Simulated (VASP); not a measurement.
A run of VASP 6.6.1 is set up as follows.

The input INCAR:

```
PREC = Accurate
ENCUT = 520
EDIFF = 1E-6
ISMEAR = 0
SIGMA = 0.1
LREAL = False
LASPH = True
NELM = 60
ALGO = Fast
ISIF = 2
LWAVE = False
LCHARG = False
GGA = PE
NBANDS = 18
```

Contents of KPOINTS:

```
Automatic mesh
0
Gamma
  12 12 12
```

File POSCAR:

```
ZnCu
1.0
    2.9450000000      0.0000000000      0.0000000000
    0.0000000000      2.9450000000      0.0000000000
    0.0000000000      0.0000000000      2.9450000000
Zn Cu
1 1
Direct
    0.5000000000      0.5000000000      0.5000000000
    0.0129711375      0.0041426146      0.0069337861
```

Potentials or basis: VASP PAW PBE potentials, release 64 (Zn, Cu).

Command:

```sh
$ cat potpaw_PBE.64/Zn/POTCAR potpaw_PBE.64/Cu/POTCAR > POTCAR
$ mpirun -np 1 vasp_std > vasp.out
```

Task: Predict the band gap on the k mesh.

Result: Zero (an odd number of electrons rules out a gap without spin polarisation).

Task: Estimate the largest force.

Result: 0.215 eV/Å.

Task: What does it give for the pressure?

Result: 3.5 GPa.

Stress tensor (GPa, compression positive):
```
3.42 0.05 0.09
0.05 3.51 0.03
0.09 0.03 3.49
```

Caveat: the cell differs from its parent crystal (one atom moved); the cell stands under pressure.
